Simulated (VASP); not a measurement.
# SnO (P4/nmm) in VASP: notebook, part 2 of 3

VASP 6.6.1.

### 3 Electric field gradients, PBE (17.83 Å³/atom)

This run uses another cell than the first one, of 17.83 Å³/atom.

File INCAR:

```
SYSTEM = SnO
PREC = Accurate ; ENCUT = 1000
EDIFF = 1E-8 ; ISMEAR = -1
SIGMA = 0.01 ; LREAL = .False.
LASPH = .True. ; NELM = 120
ALGO = Normal ; ISIF = 2
LWAVE = .False. ; LCHARG = .False.
GGA = PE ; LEFG = .True.
NBANDS = 28 ; GGA_COMPAT = .False.
```

File KPOINTS:

```
regular mesh
0
Gamma
  8 8 6
  0 0 0
```

File POSCAR:

```
SnO
1.0
    3.8271795418      0.0000000000      0.0000000000
    0.0000000000      3.8271795418      0.0000000000
    0.0000000000      0.0000000000      4.8680274234
Sn O
2 2
Direct
    0.0000000000      0.5000000000      0.2385000000
    0.5000000000      0.0000000000      0.7615000000
    0.0000000000      0.0000000000      0.0000000000
    0.5000000000      0.5000000000      0.0000000000
```

Potentials or basis: VASP PAW PBE potentials, release 64 (Sn_d, O_h).

The run is started by

```bash
cat potpaw_PBE.64/Sn_d/POTCAR potpaw_PBE.64/O_h/POTCAR > POTCAR
mpirun -np 1 vasp_std > vasp.out
```

OUTCAR:

```text
SYSTEM = SnO
   PREC = Accurate
   ENCUT = 1000
   EDIFF = 1E-8
   ISMEAR = -1
   LREAL = .False.
   LASPH = .True.
   NELM = 120
   ISIF = 2
   GGA = PE

 ion  position               nearest neighbor table
   1  0.000  0.500  0.239-   3 2.24   4 2.24   3 2.24   4 2.24   2 3.57   2 3.57   2 3.57   2 3.57
                             2 3.72   2 3.72   2 3.72   2 3.72
   2  0.500  0.000  0.761-   3 2.24   4 2.24   4 2.24   3 2.24   1 3.57   1 3.57   1 3.57   1 3.57
                             1 3.72   1 3.72   1 3.72   1 3.72
   3  0.000  0.000  0.000-   1 2.24   2 2.24   1 2.24   2 2.24
   4  0.500  0.500  0.000-   1 2.24   2 2.24   2 2.24   1 2.24

  LATTYP: Found a simple tetragonal cell.
 ALAT       =     3.8271795418
 C/A-ratio  =     1.2719621252

  Lattice vectors:

 A1 = (   3.8271795418,   0.0000000000,   0.0000000000)
 A2 = (   0.0000000000,   3.8271795418,   0.0000000000)
 A3 = (   0.0000000000,   0.0000000000,   4.8680274234)

Analysis of symmetry for initial positions (statically):
=====================================================================
 Subroutine PRICEL returns:
 Original cell was already a primitive cell.

 Routine SETGRP: Setting up the symmetry group for a
 simple tetragonal supercell.

 Subroutine GETGRP returns: Found 16 space group operations
 (whereof  8 operations were pure point group operations)
 out of a pool of 16 trial point group operations.

The static configuration has the point symmetry D_2d.
 The point group associated with its full space group is D_4h.

Analysis of symmetry for dynamics (positions and initial velocities):
=====================================================================
[... 177 lines left out ...]
      6     -14.3439      2.00000
[... 733 lines left out ...]
     27      15.7272      0.00000
     28      15.7272      0.00000

 [... further k-points ...]
[... 5 lines left out ...]
  --------------------------------------------------------------------------------------
  -------------------------------------------------------------------------------------
  Total        1.2422773      1.2422773      0.9079548      0.0000000      0.0000000      0.0000000
  in kB       27.9137664     27.9137664     20.4015940      0.0000000      0.0000000      0.0000000
  external PRESSURE =      25.4097089 kB  Pullay stress =       0.0000000 kB

 VOLUME and BASIS-vectors are now :
 -----------------------------------------------------------------------------
  energy-cutoff  :     1000.00
  volume of cell :       71.30
      direct lattice vectors                 reciprocal lattice vectors
     3.827179542  0.000000000  0.000000000     0.261289022  0.000000000  0.000000000
     0.000000000  3.827179542  0.000000000     0.000000000  0.261289022  0.000000000
     0.000000000  0.000000000  4.868027423     0.000000000  0.000000000  0.205422015

 POSITION                                       TOTAL-FORCE (eV/Angst)
 -----------------------------------------------------------------------------------
      0.00000      1.91359      1.16102         0.000000      0.000000      0.145771
      1.91359      0.00000      3.70700        -0.000000      0.000000     -0.145771
      0.00000      0.00000      0.00000         0.000000     -0.000000      0.000000
      1.91359      1.91359      0.00000        -0.000000      0.000000      0.000000
 -----------------------------------------------------------------------------------
    total drift:                               -0.000000      0.000000      0.000000

  FREE ENERGIE OF THE ION-ELECTRON SYSTEM (eV)
  ---------------------------------------------------
  free  energy   TOTEN  =       -22.7160035722 eV

  energy  without entropy=      -22.7159965270  energy(sigma->0) =      -22.71600005

 Electric field gradients (V/A^2)
---------------------------------------------------------------------
 ion       V_xx      V_yy      V_zz      V_xy      V_xz      V_yz
---------------------------------------------------------------------
   1      81.710    81.710  -163.419     0.000    -0.000    -0.000
   2      81.710    81.710  -163.419    -0.000     0.000    -0.000
   3      -0.941    -0.941     1.882     0.000     0.000    -0.000
   4      -0.941    -0.941     1.882    -0.000    -0.000    -0.000
---------------------------------------------------------------------

 Electric field gradients after diagonalization (V/A^2)
 (convention: |V_zz| > |V_xx| > |V_yy|)
----------------------------------------------------------------------
 ion       V_xx      V_yy      V_zz     asymmetry (V_yy - V_xx)/ V_zz
----------------------------------------------------------------------
   1      81.710    81.710  -163.419       0.000
   2      81.710    81.710  -163.419       0.000
   3      -0.941    -0.941     1.882       0.000
   4      -0.941    -0.941     1.882       0.000
----------------------------------------------------------------------

           NMR quadrupolar parameters

 Cq : quadrupolar parameter    Cq=e*Q*V_zz/h
 eta: asymmetry parameters     (V_yy - V_xx)/ V_zz
 Q  : nuclear electric quadrupole moment in mb (millibarn)
----------------------------------------------------------------------
 ion       Cq(MHz)       eta       Q (mb)
----------------------------------------------------------------------
   1      -0.395       0.000       1.000
   2      -0.395       0.000       1.000
   3       0.005       0.000       1.000
   4       0.005       0.000       1.000
----------------------------------------------------------------------
```

OSZICAR:

```text
N       E                     dE             d eps       ncg     rms          rms(c)
DAV:   1     0.538266596765E+03    0.53827E+03   -0.28753E+04  3456   0.326E+03
DAV:   2     0.880466754938E+02   -0.45022E+03   -0.43418E+03  3424   0.745E+02
DAV:   3    -0.160895259823E+02   -0.10414E+03   -0.10065E+03  4224   0.226E+02
DAV:   4    -0.261112046017E+02   -0.10022E+02   -0.98847E+01  4020   0.694E+01
DAV:   5    -0.264115703940E+02   -0.30037E+00   -0.29993E+00  3704   0.126E+01    0.118E+01
DAV:   6    -0.227193676778E+02    0.36922E+01   -0.15739E+01  5596   0.440E+01    0.494E+00
DAV:   7    -0.227370110982E+02   -0.17643E-01   -0.21390E+00  3908   0.858E+00    0.260E+00
DAV:   8    -0.227240380197E+02    0.12973E-01   -0.34274E-01  4512   0.415E+00    0.849E-01
DAV:   9    -0.227148296273E+02    0.92084E-02   -0.49989E-02  5584   0.228E+00    0.270E-01
DAV:  10    -0.227162868830E+02   -0.14573E-02   -0.74187E-03  4364   0.767E-01    0.139E-01
DAV:  11    -0.227159744735E+02    0.31241E-03   -0.17749E-03  5444   0.394E-01    0.209E-02
DAV:  12    -0.227160129825E+02   -0.38509E-04   -0.27621E-04  3448   0.989E-02    0.353E-02
DAV:  13    -0.227160049044E+02    0.80781E-05   -0.19837E-05  4268   0.344E-02    0.112E-02
DAV:  14    -0.227160033188E+02    0.15855E-05   -0.75960E-06  5232   0.210E-02    0.192E-03
DAV:  15    -0.227160034318E+02   -0.11295E-06   -0.70099E-07  4500   0.533E-03    0.174E-03
DAV:  16    -0.227160035175E+02   -0.85719E-07   -0.43692E-08  3272   0.161E-03    0.105E-03
DAV:  17    -0.227160035776E+02   -0.60105E-07   -0.71928E-08  3772   0.239E-03    0.310E-04
DAV:  18    -0.227160035722E+02    0.54079E-08   -0.55024E-09  1740   0.883E-04
   1 F= -.22716004E+02 E0= -.22716000E+02  d E =-.704520E-05
```

Run time: 3.4 min. Hardware: 1 thread of Intel Xeon 6975P-C (Granite Rapids), shared host; peak memory 0.42 GiB.

What came out:

```
Free energy                             : -22.7160 eV
Pressure                                : 2.5 GPa
Largest force                           : 0.146 eV/Å
Band gap on the k mesh                  : 0.10 eV (least direct gap 1.98 eV)
Largest electric field gradient by atom : Sn -163.4; O +1.9 V/Å²
```

Forces in eV/Å, atoms in the order of the input:
```
Sn   0.000  0.000  0.146
Sn   0.000  0.000 -0.146
O    0.000  0.000  0.000
O    0.000  0.000  0.000
```

Stress tensor (GPa, compression positive):
```
2.79 0.00 0.00
0.00 2.79 0.00
0.00 0.00 2.04
```

Levels at points of the mesh, in eV from the valence-band top:
```csv
k point,band 18,band 19,band 20,band 21,band 22,band 23
"(0.00, 0.00, 0.00)",-3.07,-3.07,0.00,2.07,4.40,4.64
"(0.50, 0.00, 0.00)",-4.71,-2.66,-2.66,3.16,3.16,5.85
"(0.50, 0.50, 0.00)",-2.42,-1.88,-1.88,0.10,0.10,4.47
"(0.00, 0.00, 0.50)",-3.08,-3.08,-2.17,1.73,2.96,2.96
"(0.50, 0.00, 0.50)",-4.68,-1.71,-1.71,2.56,2.56,5.38
"(0.50, 0.50, 0.50)",-2.66,-2.42,-2.42,2.35,2.35,4.01
```

Electric field gradients, principal values (V/Å²):
```csv
atom,least,middle,greatest (by size)
1 Sn,81.710,81.710,-163.419
2 Sn,81.710,81.710,-163.419
3 O,-0.941,-0.941,1.882
4 O,-0.941,-0.941,1.882
```

Caveat: semilocal functionals underestimate gaps, and a narrow one can read as zero; without QUAD_EFG the Cq values of the log hold for a quadrupole moment of 1 mb, not for the nuclei; spin-orbit coupling is left out, which moves the levels of the heavy elements. A k mesh can miss the band edges.

### 4 Electric field gradients, PBE (equal xx and yy strain of -2 %)

File INCAR:

```
PREC = Accurate
ENCUT = 520
EDIFF = 1E-8
ISMEAR = -1
SIGMA = 0.01
LREAL = F
LASPH = T
NELM = 120
ALGO = Normal
ISIF = 2
LWAVE = F
LCHARG = F
GGA = PE
LEFG = T
NBANDS = 28
GGA_COMPAT = F
```

File KPOINTS:

```
regular mesh
0
Gamma
  8 8 6
```

File POSCAR:

```
SnO
1.0
    3.7259600000      0.0000000000      0.0000000000
    0.0000000000      3.7259600000      0.0000000000
    0.0000000000      0.0000000000      4.8360000000
Sn O
2 2
Direct
    0.0000000000      0.5000000000      0.2385000000
    0.5000000000      0.0000000000      0.7615000000
    0.0000000000      0.0000000000      0.0000000000
    0.5000000000      0.5000000000      0.0000000000
```

Potentials or basis: VASP PAW PBE potentials, release 64 (Sn_d, O).

The run is started by

```bash
cat potpaw_PBE.64/Sn_d/POTCAR potpaw_PBE.64/O/POTCAR > POTCAR
mpirun -np 1 vasp_std > vasp.out
```

OUTCAR:

```text
PREC = Accurate
   ENCUT = 520
   EDIFF = 1E-8
   ISMEAR = -1
   LREAL = F
   LASPH = T
   NELM = 120
   ISIF = 2
   GGA = PE

 ion  position               nearest neighbor table
   1  0.000  0.500  0.239-   3 2.19   4 2.19   3 2.19   4 2.19   2 3.50   2 3.50   2 3.50   2 3.50
                             2 3.65   2 3.65   2 3.65   2 3.65
   2  0.500  0.000  0.761-   3 2.19   4 2.19   4 2.19   3 2.19   1 3.50   1 3.50   1 3.50   1 3.50
                             1 3.65   1 3.65   1 3.65   1 3.65
   3  0.000  0.000  0.000-   1 2.19   2 2.19   1 2.19   2 2.19
   4  0.500  0.500  0.000-   1 2.19   2 2.19   2 2.19   1 2.19

  LATTYP: Found a simple tetragonal cell.
[... 978 lines left out ...]
 ion       V_xx      V_yy      V_zz      V_xy      V_xz      V_yz
---------------------------------------------------------------------
   1      88.798    88.798  -177.596    -0.000    -0.000    -0.000
   2      88.798    88.798  -177.596     0.000     0.000    -0.000
   3      -4.086    -4.086     8.172     0.000    -0.000    -0.000
   4      -4.086    -4.086     8.172     0.000    -0.000    -0.000
---------------------------------------------------------------------

 Electric field gradients after diagonalization (V/A^2)
 (convention: |V_zz| > |V_xx| > |V_yy|)
----------------------------------------------------------------------
 ion       V_xx      V_yy      V_zz     asymmetry (V_yy - V_xx)/ V_zz
----------------------------------------------------------------------
   1      88.798    88.798  -177.596       0.000
   2      88.798    88.798  -177.596       0.000
   3      -4.086    -4.086     8.172       0.000
   4      -4.086    -4.086     8.172       0.000
----------------------------------------------------------------------

           NMR quadrupolar parameters

 Cq : quadrupolar parameter    Cq=e*Q*V_zz/h
 eta: asymmetry parameters     (V_yy - V_xx)/ V_zz
 Q  : nuclear electric quadrupole moment in mb (millibarn)
----------------------------------------------------------------------
 ion       Cq(MHz)       eta       Q (mb)
----------------------------------------------------------------------
   1      -0.429       0.000       1.000
   2      -0.429       0.000       1.000
   3       0.020       0.000       1.000
   4       0.020       0.000       1.000
----------------------------------------------------------------------
```

It took 2.8 min on 1 thread of Intel Xeon 8259CL, shared host; peak memory 0.23 GiB.

What came out:

| Item | Value |
| --- | --- |
| Free energy | -22.5357 eV |
| Pressure | 9.4 GPa |
| Largest force | 0.977 eV/Å |
| Band gap on the k mesh | zero (bands 20 and 21 overlap by 0.22 eV) |
| Largest electric field gradient by atom | Sn -177.6; O +8.2 V/Å² |

Forces on the atoms (eV/Å):
```
Sn   0.000  0.000  0.977
Sn   0.000  0.000 -0.977
O    0.000  0.000  0.000
O    0.000  0.000  0.000
```

Stress tensor (GPa, compression positive):
```
10.63  0.00  0.00
 0.00 10.63  0.00
 0.00  0.00  6.85
```

Electric field gradients, principal values (V/Å²):
```csv
atom,least,middle,greatest (by size)
1 Sn,88.798,88.798,-177.596
2 Sn,88.798,88.798,-177.596
3 O,-4.086,-4.086,8.172
4 O,-4.086,-4.086,8.172
```

Caveat: the cell differs from its parent crystal (equal xx and yy strain of -2 %); the cell stands under pressure; semilocal functionals underestimate gaps, and a narrow one can read as zero; without QUAD_EFG the Cq values of the log hold for a quadrupole moment of 1 mb, not for the nuclei; spin-orbit coupling is left out, which moves the levels of the heavy elements.

### 5 Electric field gradients, PBE (equal xx and yy strain of -2 %)

File INCAR:

```
SYSTEM = SnO
ALGO = Normal ; EDIFF = 1E-8
ENCUT = 520 ; GGA = PE
GGA_COMPAT = .False. ; ISIF = 2
ISMEAR = -1 ; LASPH = .True.
LCHARG = .False. ; LEFG = .True.
LREAL = .False. ; LWAVE = .False.
NBANDS = 28 ; NELM = 120
PREC = Accurate ; SIGMA = 0.01
```

File KPOINTS:

```
k-points
0
Gamma
  8 8 6
  0 0 0
```

POSCAR is that of step 4.

Potentials or basis: VASP PAW PBE potentials, release 64 (Sn_d, O).

The run is started by

```bash
cat potpaw_PBE.64/Sn_d/POTCAR potpaw_PBE.64/O/POTCAR > POTCAR
mpirun -np 1 vasp_std > vasp.out
```

OUTCAR:

```text
SYSTEM = SnO
   EDIFF = 1E-8
   ENCUT = 520
   GGA = PE
   ISIF = 2
   ISMEAR = -1
   LASPH = .True.
   LREAL = .False.
   NELM = 120
   PREC = Accurate

 ion  position               nearest neighbor table
   1  0.000  0.500  0.239-   3 2.19   4 2.19   3 2.19   4 2.19   2 3.50   2 3.50   2 3.50   2 3.50
                             2 3.65   2 3.65   2 3.65   2 3.65
   2  0.500  0.000  0.761-   3 2.19   4 2.19   4 2.19   3 2.19   1 3.50   1 3.50   1 3.50   1 3.50
                             1 3.65   1 3.65   1 3.65   1 3.65
   3  0.000  0.000  0.000-   1 2.19   2 2.19   1 2.19   2 2.19
   4  0.500  0.500  0.000-   1 2.19   2 2.19   2 2.19   1 2.19

  LATTYP: Found a simple tetragonal cell.
 ALAT       =     3.7259600000
 C/A-ratio  =     1.2979205359

  Lattice vectors:

 A1 = (   3.7259600000,   0.0000000000,   0.0000000000)
 A2 = (   0.0000000000,   3.7259600000,   0.0000000000)
 A3 = (   0.0000000000,   0.0000000000,   4.8360000000)

Analysis of symmetry for initial positions (statically):
=====================================================================
[... 953 lines left out ...]
      1.86298      0.00000      3.68261         0.000000      0.000000     -0.976750
      0.00000      0.00000      0.00000         0.000000      0.000000      0.000000
      1.86298      1.86298      0.00000        -0.000000      0.000000      0.000000
 -----------------------------------------------------------------------------------
    total drift:                                0.000000      0.000000      0.000000

  FREE ENERGIE OF THE ION-ELECTRON SYSTEM (eV)
  ---------------------------------------------------
  free  energy   TOTEN  =       -22.5357434479 eV

  energy  without entropy=      -22.5356139204  energy(sigma->0) =      -22.53567868

 Electric field gradients (V/A^2)
---------------------------------------------------------------------
 ion       V_xx      V_yy      V_zz      V_xy      V_xz      V_yz
---------------------------------------------------------------------
   1      88.798    88.798  -177.596    -0.000    -0.000    -0.000
   2      88.798    88.798  -177.596     0.000     0.000    -0.000
   3      -4.086    -4.086     8.172     0.000    -0.000    -0.000
   4      -4.086    -4.086     8.172     0.000    -0.000    -0.000
---------------------------------------------------------------------

 Electric field gradients after diagonalization (V/A^2)
 (convention: |V_zz| > |V_xx| > |V_yy|)
----------------------------------------------------------------------
 ion       V_xx      V_yy      V_zz     asymmetry (V_yy - V_xx)/ V_zz
----------------------------------------------------------------------
   1      88.798    88.798  -177.596       0.000
   2      88.798    88.798  -177.596       0.000
   3      -4.086    -4.086     8.172       0.000
   4      -4.086    -4.086     8.172       0.000
----------------------------------------------------------------------

           NMR quadrupolar parameters

 Cq : quadrupolar parameter    Cq=e*Q*V_zz/h
 eta: asymmetry parameters     (V_yy - V_xx)/ V_zz
 Q  : nuclear electric quadrupole moment in mb (millibarn)
----------------------------------------------------------------------
 ion       Cq(MHz)       eta       Q (mb)
----------------------------------------------------------------------
   1      -0.429       0.000       1.000
   2      -0.429       0.000       1.000
   3       0.020       0.000       1.000
   4       0.020       0.000       1.000
----------------------------------------------------------------------
```

OSZICAR:

```text
N       E                     dE             d eps       ncg     rms          rms(c)
DAV:   1     0.419219572707E+03    0.41922E+03   -0.19916E+04  3512   0.223E+03
DAV:   2     0.359955609065E+02   -0.38322E+03   -0.36830E+03  3488   0.552E+02
DAV:   3    -0.233805565062E+02   -0.59376E+02   -0.58193E+02  3812   0.180E+02
[... 11 lines left out ...]
DAV:  15    -0.225357432888E+02   -0.12768E-06   -0.20193E-07  4648   0.351E-03    0.218E-03
DAV:  16    -0.225357433952E+02   -0.10642E-06   -0.96481E-08  4424   0.309E-03    0.616E-04
DAV:  17    -0.225357434733E+02   -0.78054E-07   -0.16524E-08  2604   0.106E-03    0.247E-04
DAV:  18    -0.225357434552E+02    0.18099E-07   -0.27875E-09  1716   0.540E-04    0.130E-04
DAV:  19    -0.225357434479E+02    0.73123E-08   -0.11459E-09  1708   0.409E-04
   1 F= -.22535743E+02 E0= -.22535679E+02  d E =-.129527E-03
```

stdout:

```text
POSCAR found type information on POSCAR SnO
 POSCAR found :  2 types and       4 ions
 scaLAPACK will be used
 LDA part: xc-table for (Slater+PW92), standard interpolation
 POSCAR, INCAR and KPOINTS ok, starting setup
 FFT: planning ... GRIDC
 FFT: planning ... GRID_SOFT
 FFT: planning ... GRID
 WAVECAR not read
 entering main loop
ion   1

ion   2

ion   3

ion   4
```

Wall time 2.8 min (1 thread of Intel Xeon 8259CL, shared host); peak memory 0.23 GiB.

What came out:

```
Free energy                             : -22.5357 eV
Pressure                                : 9.4 GPa
Largest force                           : 0.977 eV/Å
Band gap on the k mesh                  : zero (bands 20 and 21 overlap by 0.22 eV)
Largest electric field gradient by atom : Sn -177.6; O +8.2 V/Å²
```

Forces in eV/Å, atoms in the order of the input:
```
Sn   0.000  0.000  0.977
Sn   0.000  0.000 -0.977
O    0.000  0.000  0.000
O    0.000  0.000  0.000
```

Stress tensor (GPa, compression positive):
```
10.63  0.00  0.00
 0.00 10.63  0.00
 0.00  0.00  6.85
```

Levels at points of the mesh, in eV from the Fermi level:
```tsv
k point	band 17	band 18	band 19	band 20	band 21	band 22	band 23	band 24
(0.00, 0.00, 0.00)	-3.92	-3.51	-3.51	0.03	2.18	4.19	4.64	4.64
(0.50, 0.00, 0.00)	-5.29	-5.29	-3.10	-3.10	3.09	3.09	5.97	5.97
(0.50, 0.50, 0.00)	-2.83	-2.83	-2.11	-2.11	-0.19	-0.19	4.22	4.22
(0.00, 0.00, 0.50)	-3.53	-3.53	-3.15	-2.71	1.72	2.84	2.84	3.77
(0.50, 0.00, 0.50)	-5.26	-5.26	-2.06	-2.06	2.44	2.44	5.46	5.46
(0.50, 0.50, 0.50)	-2.90	-2.90	-2.83	-2.83	2.07	2.07	3.93	3.93
```

Electric field gradients, principal values (V/Å²):
```csv
atom,least,middle,greatest (by size)
1 Sn,88.798,88.798,-177.596
2 Sn,88.798,88.798,-177.596
3 O,-4.086,-4.086,8.172
4 O,-4.086,-4.086,8.172
```

Caveat: the cell differs from its parent crystal (equal xx and yy strain of -2 %); the cell stands under pressure; semilocal functionals underestimate gaps, and a narrow one can read as zero; without QUAD_EFG the Cq values of the log hold for a quadrupole moment of 1 mb, not for the nuclei; spin-orbit coupling is left out, which moves the levels of the heavy elements.

[end of part 2 of 3]
